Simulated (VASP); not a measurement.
# SiNi (P1) in VASP: a series of runs

SiNi is run at these levels: PBE; tasks: single point.

All numbers are computed with VASP 6.6.1; they aren't measurements. Logs are shortened: lines on timing, memory, paths and dates and some standing lists are left out, and cuts for length are marked.

## (1) The cell of the first run

The typed cell holds 16 atoms: a = 6.565 Å, b = 6.565 Å, c = 6.565 Å, α = 60.00°, β = 60.00°, γ = 60.00°.

## (2) Single point, PBE

File INCAR:

```
SYSTEM = SiNi
ALGO     = Normal         ! electronic algorithm
EDIFF    = 1E-6           ! SCF threshold, eV
ENCUT    = 520            ! plane-wave cutoff, eV
GGA      = PE             ! functional
ISIF     = 2              ! what is computed and relaxed
ISMEAR   = -1             ! smearing method
LASPH    = .TRUE.         ! aspherical terms in the spheres
LCHARG   = .FALSE.        ! write CHGCAR
LREAL    = Auto         
LWAVE    = .FALSE.        ! write WAVECAR
NBANDS   = 70             ! bands
NELM     = 100            ! most SCF steps
PREC     = Accurate       ! precision mode
SIGMA    = 0.3            ! smearing width, eV
```

File KPOINTS:

```
k-points
0
G
  2 2 2
  0 0 0
```

File POSCAR:

```
SiNi
1.0
    0.0000000000      4.6419370000      4.6419370000
    4.6419370000      0.0000000000      4.6419370000
    4.6419370000      4.6419370000      0.0000000000
Si Ni
8 8
Direct
    0.4192861730      0.3869720765      0.4496183382
    0.8793958212      0.3261354043      0.3118956591
    0.2608932435      1.0480215479      0.3475381075
    0.3500693784      0.1746684628      0.9281470214
    1.0930243129      0.8777047168      0.7456262332
    0.5127385400      0.8397571962      0.7588211559
    0.7519274820      0.4070714445      0.9294826707
    0.9735590983      0.7978996699      0.4529790042
    0.0299013106      0.0434732311      0.0884113679
    0.6183517786      0.0865479217      0.2386826879
    0.3195540999      0.4906033839      0.0608474436
    0.0605673881      0.2901913576      0.6035950079
    0.5522371372      0.6946776744      0.4922621742
    0.1003998977      0.5359292899      0.8177297538
    0.7198934410      0.0990103916      0.6532186887
    0.4838281950      0.8274132113      0.0815607795
```

Potentials or basis: VASP PAW PBE potentials, release 64 (Si, Ni).

On the command line:

```console
$ cat potpaw_PBE.64/Si/POTCAR potpaw_PBE.64/Ni/POTCAR > POTCAR
$ mpirun -np 1 vasp_std > vasp.out
```

OUTCAR:

```text
SYSTEM = SiNi
   EDIFF = 1E-6
   ENCUT = 520
   GGA = PE
   ISIF = 2
   ISMEAR = -1
   LASPH = .TRUE.
   LREAL = Auto
   NELM = 100
   PREC = Accurate

 ion  position               nearest neighbor table
   1  0.419  0.387  0.450-  12 2.33  15 2.37  10 2.42  14 2.54   2 2.55   4 2.62  11 2.63  13 2.74
                            16 2.76   8 2.82   7 2.97   6 3.03
   2  0.879  0.326  0.312-  15 2.05   3 2.29   9 2.45   1 2.55  12 2.58  13 2.64  14 2.71   7 2.76
                             8 2.91   4 2.92  11 2.97
   3  0.261  0.048  0.348-   5 2.17  10 2.19  13 2.26  16 2.27   4 2.28   2 2.29  12 2.34  11 2.66
                             8 2.72   9 2.81  15 3.02
   4  0.350  0.175  0.928-  16 1.89  14 2.10  15 2.17   9 2.23   3 2.28   6 2.47  11 2.51   1 2.62
                             2 2.92  10 3.00  12 3.12
   5  0.093  0.878  0.746-  14 2.03   3 2.17  12 2.31  15 2.35  13 2.58  11 2.64   6 2.68   9 2.74
                             8 2.74
   6  0.513  0.840  0.759-  16 1.99  13 2.24  15 2.33   7 2.43   4 2.47  11 2.58   8 2.63   5 2.68
                            10 2.83   9 2.88   1 3.03
   7  0.752  0.407  0.929-  12 2.24  10 2.26   9 2.27  11 2.36   6 2.43  14 2.47   2 2.76  16 2.80
                             1 2.97  13 3.06   8 3.10
   8  0.974  0.798  0.453-   9 2.08  15 2.35  14 2.41   6 2.63  10 2.68   3 2.72   5 2.74  12 2.79
                             1 2.82   2 2.91  13 3.03  16 3.04   7 3.10
   9  0.030  0.043  0.088-   8 2.08   4 2.23   7 2.27  10 2.28   2 2.45  16 2.57  12 2.71   5 2.74
                             3 2.81   6 2.88  14 2.96
  10  0.618  0.087  0.239-   3 2.19   7 2.26   9 2.28  13 2.39   1 2.42  11 2.50   8 2.68   6 2.83
                            16 2.98   4 3.00
  11  0.320  0.491  0.061-   7 2.36  14 2.47  10 2.50   4 2.51   6 2.58   1 2.63   5 2.64   3 2.66
                            12 2.97   2 2.97  16 2.98  13 3.07
  12  0.061  0.290  0.604-   7 2.24   5 2.31   1 2.33   3 2.34   2 2.58   9 2.71  14 2.78   8 2.79
                            15 2.89  11 2.97   4 3.12
  13  0.552  0.695  0.492-   6 2.24   3 2.26  10 2.39   5 2.58  16 2.59   2 2.64   1 2.74  14 3.00
                             8 3.03   7 3.06  11 3.07
  14  0.100  0.536  0.818-   5 2.03   4 2.10   8 2.41  11 2.47   7 2.47   1 2.54   2 2.71  12 2.78
                             9 2.96  13 3.00
  15  0.720  0.099  0.653-   2 2.05   4 2.17   6 2.33   5 2.35   8 2.35   1 2.37  16 2.62  12 2.89
                             3 3.02
  16  0.484  0.827  0.082-   4 1.89   6 1.99   3 2.27   9 2.57  13 2.59  15 2.62   1 2.76   7 2.80
                            11 2.98  10 2.98   8 3.04

  LATTYP: Found a face centered cubic cell.
 ALAT       =     9.2838740000

  Lattice vectors:

 A1 = (   0.0000000000,   4.6419370000,   4.6419370000)
 A2 = (   4.6419370000,   0.0000000000,   4.6419370000)
 A3 = (   4.6419370000,   4.6419370000,   0.0000000000)

Analysis of symmetry for initial positions (statically):
=====================================================================
 Subroutine PRICEL returns:
 Original cell was already a primitive cell.

 Routine SETGRP: Setting up the symmetry group for a
 face centered cubic supercell.

 Subroutine GETGRP returns: Found  1 space group operations
 (whereof  1 operations were pure point group operations)
 out of a pool of 48 trial point group operations.

The static configuration has the point symmetry C_1 .

Analysis of symmetry for dynamics (positions and initial velocities):
=====================================================================
 Subroutine PRICEL returns:
 Original cell was already a primitive cell.

 Routine SETGRP: Setting up the symmetry group for a
 face centered cubic supercell.

 Subroutine GETGRP returns: Found  1 space group operations
 (whereof  1 operations were pure point group operations)
 out of a pool of 48 trial point group operations.

The dynamic configuration has the point symmetry C_1 .

 Subroutine INISYM returns: Found  1 space group operations
 (whereof  1 operations are pure point group operations),
 and found     1 'primitive' translations

----------------------------------------------------------------------------------------

                                     Primitive cell

  volume of cell :     200.0450

  direct lattice vectors                    reciprocal lattice vectors
     0.000000000  4.641937000  4.641937000    -0.107713655  0.107713655  0.107713655
     4.641937000  0.000000000  4.641937000     0.107713655 -0.107713655  0.107713655
     4.641937000  4.641937000  0.000000000     0.107713655  0.107713655 -0.107713655

  length of vectors
     6.564690261  6.564690261  6.564690261     0.186565523  0.186565523  0.186565523

[... 47 lines left out ...]
  Cartesian coordinates                     Fractional coordinates (reciprocal lattice)
    -0.053856827  0.053856827  0.053856827     0.500000000  0.000000000  0.000000000
     0.053856827 -0.053856827  0.053856827     0.000000000  0.500000000  0.000000000
     0.053856827  0.053856827 -0.053856827     0.000000000  0.000000000  0.500000000

  Length of vectors
     0.093282761  0.093282761  0.093282761

  Shift w.r.t. Gamma in fractional coordinates (k-lattice)
     0.000000000  0.000000000  0.000000000

 Subroutine IBZKPT returns following result:
 ===========================================

 Found      8 irreducible k-points:

 Following reciprocal coordinates:
            Coordinates               Weight
  0.000000  0.000000  0.000000      1.000000
  0.500000  0.000000  0.000000      1.000000
  0.000000  0.500000  0.000000      1.000000
  0.000000  0.000000  0.500000      1.000000
  0.500000  0.500000  0.500000      1.000000
  0.500000  0.500000  0.000000      1.000000
  0.000000  0.500000  0.500000      1.000000
  0.500000  0.000000  0.500000      1.000000
   k-points           NKPTS =      8   k-points in BZ     NKDIM =      8   number of bands    NBANDS=     70
   number of dos      NEDOS =    301   number of ions     NIONS =     16
   total plane-waves  NPLWV = 125000
   dimension x,y,z NGX =    50 NGY =   50 NGZ =   50
   dimension x,y,z NGXF=   100 NGYF=  100 NGZF=  100
   ions per type =               8   8
   NGX,Y,Z   is equivalent  to a cutoff of  12.66, 12.66, 12.66 a.u.
   NGXF,Y,Z  is equivalent  to a cutoff of  25.32, 25.32, 25.32 a.u.
 SYSTEM =  SiNi
   PREC   = accura    normal or accurate (medium, high low for compatibility)
   ISTART =      0    job   : 0-new  1-cont  2-samecut
   ICHARG =      2    charge: 1-file 2-atom 10-const
   ISPIN  =      1    spin polarized calculation?
   LNONCOLLINEAR =      F non collinear calculations
   LSORBIT =      F    spin-orbit coupling
   LASPH  =      T    aspherical Exc in radial PAW
   ENCUT  =  520.0 eV  38.22 Ry    6.18 a.u.  12.21 12.21 12.21*2*pi/ulx,y,z
   NELM   =    100;   NELMIN=  2; NELMDL= -5     # of ELM steps
   EDIFF  = 0.1E-05   stopping-criterion for ELM
   LREAL  =      T    real-space projection
   EDIFFG = 0.1E-04   stopping-criterion for IOM
   NSW    =      0    number of steps for IOM
   IBRION =     -1    ionic relax: 0-MD 1-quasi-New 2-CG
   NFREE  =      0    steps in history (QN), initial steepest desc. (CG)
   ISIF   =      2    stress and relaxation
   ISYM   =      2    0-nonsym 1-usesym 2-fastsym
   POTIM  = 0.5000    time-step for ionic-motion
   TEBEG  =    0.0;   TEEND  =   0.0 temperature during run
   PSTRESS=    0.0 pullay stress
   NELECT =     112.0000    total number of electrons
   NUPDOWN=      -1.0000    fix difference up-down
   EMIN   =  10.00;   EMAX   =-10.00  energy-range for DOS
   EFERMI =   0.00;   METHOD = LEGACY
   ISMEAR =    -1;   SIGMA  =   0.30  broadening in eV -4-tet -1-fermi 0-gaus
   EFERMI_NEDOS =   21; number of points for ismear=-14 and -15
   IALGO  =     38    algorithm
   IMIX   =      4    mixing-type and parameters
     AMIX     =   0.40;   BMIX     =  1.00
     AMIX_MAG =   1.60;   BMIX_MAG =  1.00
  volume/ion in A,a.u.               =      12.50        84.37
  Fermi-wavevector in a.u.,A,eV,Ry     =   1.349289  2.549786 24.770500  1.820580
  Thomas-Fermi vector in A             =   2.476888
   LORBIT       =      0    0 simple, 1 ext, 2 COOP (PROOUT), +10 PAW based schemes
   GGA     = PE    functional components
   LHFCALC =     F    Hartree Fock is set to
   AEXX    =    0.0000 exact exchange contribution
   IVDW    =     0    specifies the selected vdW correction
   LEPSILON=     F    determine dielectric tensor
   LRPA    =     F    only Hartree local field effects (RPA)
 non-spin polarized calculation
  energy-cutoff  :      520.00
  volume of cell :      200.05
 maximum number of plane-waves:      5410
 NGX is ok and might be reduce to    50
   NGX = 25   NGY = 25   NGZ = 25

 number of electron     112.0000015 magnetization

 Free energy of the ion-electron system (eV)
  ---------------------------------------------------
  ext. energy  EPLUGINS =         0.00000000
  ---------------------------------------------------
  free energy    TOTEN  =       -86.00117891 eV

  energy without entropy =      -83.68164219  energy(sigma->0) =      -84.84141055

 E-fermi :  10.0228     XC(G=0): -11.9639

 val. band max:       10.0115175804   @ k =   0.0000   0.5000   0.5000
 cond. band min:      10.0338098955   @ k =   0.5000   0.5000   0.5000
 fundamental gap:      0.0222923152
 Fermi energy:        10.0227589731

 k-point     1 :       0.0000    0.0000    0.0000
  band No.  band energies     occupation
      1      -3.6236      2.00000
      2      -0.5863      2.00000
      3      -0.0592      2.00000
      4       0.3440      2.00000
      5       1.0310      2.00000
      6       1.3849      2.00000
[... 557 lines left out ...]
     67      13.7641      0.00001
     68      13.7824      0.00001
 [bands above 68 left out]

------------------------ aborting loop because EDIFF is reached ----------------------------------------

  FORCE on cell =-STRESS in cart. coord.  units (eV):
  Direction    XX          YY          ZZ          XY          YZ          ZX
  --------------------------------------------------------------------------------------
  -------------------------------------------------------------------------------------
  Total       16.8946289     20.7512149     24.4058610     -3.9695715     -8.9063551     -4.6795483
  in kB      135.3105056    166.1982281    195.4685962    -31.7926326    -71.3317485    -37.4788965
  external PRESSURE =     165.6591099 kB  Pullay stress =       0.0000000 kB

 VOLUME and BASIS-vectors are now :
 -----------------------------------------------------------------------------
  energy-cutoff  :      520.00
  volume of cell :      200.05
      direct lattice vectors                 reciprocal lattice vectors
     0.000000000  4.641937000  4.641937000    -0.107713655  0.107713655  0.107713655
     4.641937000  0.000000000  4.641937000     0.107713655 -0.107713655  0.107713655
     4.641937000  4.641937000  0.000000000     0.107713655  0.107713655 -0.107713655

 POSITION                                       TOTAL-FORCE (eV/Angst)
 -----------------------------------------------------------------------------------
      3.88340      4.03340      3.74260         0.358952     -0.675646      0.622691
      2.96170      5.52990      5.59600         0.546233     -2.707800      3.169339
      1.83616      2.82430      1.43396        -0.633814      0.547775      1.494585
      5.11920      5.93340      2.43580         2.626317     -3.216243      4.291540
      7.53540      3.89296      4.50606         3.152337      2.204257      0.050254
      7.42050      5.90250      6.27820        -2.567990     -2.715851     -0.215620
[... 8 lines left out ...]
      3.49180      6.37390      3.80130         0.223164      1.235689     -1.420712
      4.21940      2.62450      6.08670        -1.152950      6.739281     -3.819115
 -----------------------------------------------------------------------------------
    total drift:                                0.004953     -0.005229     -0.002064

  FREE ENERGIE OF THE ION-ELECTRON SYSTEM (eV)
  ---------------------------------------------------
  free  energy   TOTEN  =       -86.0011789079 eV

  energy  without entropy=      -83.6816421868  energy(sigma->0) =      -84.84141055
```

It took 6 min on 1 thread of AMD EPYC 9R14 (Zen 4), shared host; peak memory 0.34 GiB.

Results:

- Free energy: -86.0012 eV
- Pressure: 16.6 GPa
- Largest force: 7.832 eV/Å
- Band gap on the k mesh: zero (band 56 reaches 10.43 eV, above the bottom of band 57 at 9.67 eV)

Forces on the atoms (eV/Å):
```
Si   0.359 -0.676  0.623
Si   0.546 -2.708  3.169
Si  -0.634  0.548  1.495
Si   2.626 -3.216  4.292
Si   3.152  2.204  0.050
Si  -2.568 -2.716 -0.216
Si   0.676 -0.446 -0.268
Si  -0.619  0.751 -2.128
Ni  -1.942 -0.511  1.852
Ni   0.759  0.235 -0.302
Ni   0.543 -0.015  0.093
Ni   0.282 -0.650  0.456
Ni  -1.063  0.880 -1.347
Ni  -1.188 -1.656 -2.529
Ni   0.223  1.236 -1.421
Ni  -1.153  6.739 -3.819
```

Stress tensor (GPa, compression positive):
```
13.53 -3.18 -3.75
-3.18 16.62 -7.13
-3.75 -7.13 19.55
```

Caveat: the k points lie up to 0.59 Å⁻¹ apart; forces of over 1 eV/Å act on the atoms, so gaps and moduli don't describe the material at rest.

## (3) Single point, PBE

File INCAR:

```
SYSTEM = SiNi
ALGO     = Normal         ! electronic algorithm
EDIFF    = 1E-6           ! SCF threshold, eV
ENCUT    = 520            ! plane-wave cutoff, eV
GGA      = PE             ! functional
ISIF     = 2              ! what is computed and relaxed
ISMEAR   = -1             ! smearing method
LASPH    = .True.         ! aspherical terms in the spheres
LCHARG   = .False.        ! write CHGCAR
LREAL    = Auto         
LWAVE    = .False.        ! write WAVECAR
NBANDS   = 70             ! bands
NELM     = 60             ! most SCF steps
PREC     = Accurate       ! precision mode
SIGMA    = 0.3            ! smearing width, eV
```

File KPOINTS:

```
k-points
0
Gamma
  2 2 2
  0 0 0
```

File POSCAR:

```
SiNi
1.0
    0.0000000000      4.6419370000      4.6419370000
    4.6419370000      0.0000000000      4.6419370000
    4.6419370000      4.6419370000      0.0000000000
Si Ni
8 8
Direct
    0.4764821237      0.3326413090      0.3723445622
    0.8995059606      0.4155054237      0.2577480048
    0.2572740647      0.9372488252      0.5085269361
    0.2865075506      0.3419800829      0.8948527307
    0.9637463843      0.9633370724      0.9289764165
    0.3620579082      0.9974392156      0.8047610297
    0.8767783794      0.4223344694      0.8278117519
    0.7890779216      0.7299431250      0.4742524511
    0.0802682156     -0.0432147183      0.2422695526
    0.5674139912      0.0685274272      0.1523717362
    0.2716753803      0.5894952904      0.0667393806
    0.1426021077      0.2825436881      0.5280661931
    0.5491242126      0.5391714709      0.6111026496
    0.0076261268      0.6681693440      0.7048350721
    0.7912106519      0.1587591559      0.6326992374
    0.6324622674      0.6693649655      0.0287487745
```

Potentials or basis: VASP PAW PBE potentials, release 64 (Si, Ni).

On the command line:

```console
$ cat potpaw_PBE.64/Si/POTCAR potpaw_PBE.64/Ni/POTCAR > POTCAR
$ mpirun -np 1 vasp_std > vasp.out
```

Run time: 5.6 min. Hardware: 1 thread of AMD EPYC 9R14 (Zen 4), shared host; peak memory 0.34 GiB.

Results (log left out):

```yaml
Free_energy: -86.2539 eV
Pressure: 13.6 GPa
Largest_force: 9.082 eV/Å
Band_gap_on_the_k_mesh: zero (band 56 reaches 10.45 eV, above the bottom of band 57 at 9.78 eV)
```

Forces on the atoms (eV/Å):
```
Si  -0.855  1.395  3.615
Si  -0.353 -0.329  0.790
Si  -3.151 -0.201 -1.881
Si   0.183  1.448 -0.982
Si   0.291  0.790 -0.872
Si  -0.197  1.639 -0.246
Si  -1.581  1.190 -8.864
Si   0.155 -1.206  3.717
Ni   0.098 -0.293  0.348
Ni   0.771 -0.391 -0.040
Ni   0.166 -0.093 -0.334
Ni   1.069 -2.115  0.037
Ni   1.315 -2.346 -0.140
Ni   1.567 -0.156  8.282
Ni  -2.152  0.916 -2.475
Ni   2.672 -0.247 -0.955
```

Stress tensor (GPa, compression positive):
```
12.47 -2.44  1.54
-2.44  6.06  0.95
 1.54  0.95 22.22
```

Levels at points of the mesh, in eV from the Fermi level:
```
           k point  band 52  band 53  band 54  band 55  band 56  band 57  band 58  band 59  band 60  band 61
(0.00, 0.00, 0.00)    -1.21    -1.17    -1.07    -0.71     0.43     0.63     0.90     1.24     1.39     2.12
(0.50, 0.00, 0.00)    -0.77    -0.76    -0.58    -0.36    -0.10     0.25     0.35     0.66     1.08     1.19
(0.00, 0.50, 0.00)    -0.96    -0.88    -0.71    -0.52     0.16     0.28     0.46     0.67     0.91     1.44
(0.00, 0.00, 0.50)    -1.02    -0.99    -0.86    -0.18    -0.05     0.17     0.48     0.69     1.12     1.22
(0.50, 0.50, 0.50)    -0.99    -0.86    -0.66    -0.23    -0.10     0.32     0.51     1.02     1.29     1.37
(0.50, 0.50, 0.00)    -0.84    -0.77    -0.46    -0.37    -0.26    -0.14    -0.03     0.12     0.55     0.81
(0.00, 0.50, 0.50)    -1.09    -0.89    -0.79    -0.68    -0.51    -0.25     0.19     0.34     0.57     1.16
(0.50, 0.00, 0.50)    -0.99    -0.84    -0.56    -0.43    -0.25    -0.17     0.20     0.28     0.62     1.00
```

Caveat: the k points lie up to 0.59 Å⁻¹ apart; forces of over 1 eV/Å act on the atoms, so gaps and moduli don't describe the material at rest. Spin polarisation is off, so any magnetic state and its effect on volume and gap are missing.

(Part 1 of 2 ends here.)
